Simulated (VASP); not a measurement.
Here is a VASP 6.6.1 calculation.

The input INCAR:

```
SYSTEM = AlNi
PREC = Accurate
ENCUT = 600
EDIFF = 1E-6
ISMEAR = 0
SIGMA = 0.1
LREAL = .False.
LASPH = .True.
NELM = 60
ALGO = Fast
ISIF = 3
LWAVE = .False.
LCHARG = .False.
GGA = PE
IBRION = 2
NSW = 80
EDIFFG = -0.01
```

KPOINTS

```
regular mesh
0
Gamma
  16 16 14
  0 0 0
```

Contents of POSCAR:

```
AlNi
1.0
    1.9386940000     -1.9531901500      0.0000000000
    1.9386940000      1.9531901500      0.0000000000
    0.0000000000      0.0000000000      3.0994300413
Al Ni
1 1
Direct
    0.0000000000      0.0000000000      0.0000000000
    0.5000000000      0.5000000000      0.5000000000
```

Potentials or basis: VASP PAW PBE potentials, release 64 (Al, Ni).

Launch:

```sh
$ cat potpaw_PBE.64/Al/POTCAR potpaw_PBE.64/Ni/POTCAR > POTCAR
$ mpirun -np 1 vasp_std > vasp.out
```

Task: Predict the relaxed volume.

Result: 12.10 Å³/atom.

Task: What does it give for the band gap on the k mesh?

Result: Zero (an odd number of electrons rules out a gap without spin polarisation).

Task: Predict the relaxed cell.

Result: a = 2.890 Å, b = 2.890 Å, c = 2.898 Å, α = 90.00°, β = 90.00°, γ = 89.99°.

Step by step:
| step | energy change (eV) | largest force (eV/Å) | pressure (GPa) | volume (Å³) |
| --- | --- | --- | --- | --- |
| 1 | 0.0000 | 0.0000 | 5.96 | 23.47 |
| 2 | -0.0184 | 0.0000 | -4.20 | 24.98 |
| 3 | -0.0232 | 0.0000 | -1.51 | 24.48 |
| 4 | -0.0355 | 0.0000 | -1.12 | 24.42 |
| 5 | -0.0556 | 0.0000 | 0.18 | 24.17 |
| 6 | -0.0566 | 0.0000 | -0.22 | 24.23 |
| 7 | -0.0566 | 0.0000 | 0.14 | 24.22 |
| 8 | -0.0566 | 0.0000 | -0.11 | 24.22 |
| 9 | -0.0566 | 0.0000 | 0.42 | 24.18 |
| 10 | -0.0566 | 0.0000 | 0.16 | 24.20 |
| 11 | -0.0566 | 0.0000 | 0.08 | 24.21 |
| 12 | -0.0566 | 0.0000 | -0.06 | 24.21 |
| 13 | -0.0566 | 0.0000 | 0.07 | 24.21 |
| 14 | -0.0566 | 0.0000 | -0.53 | 24.21 |
| 15 | -0.0566 | 0.0000 | 0.34 | 24.21 |
| 16 | -0.0566 | 0.0000 | -0.16 | 24.21 |
| 17 | -0.0566 | 0.0000 | 0.41 | 24.18 |
| 18 | -0.0566 | 0.0000 | 0.14 | 24.20 |
| 19 | -0.0566 | 0.0000 | -0.05 | 24.20 |

Spin polarisation is off, so any magnetic state and its effect on volume and gap are missing.
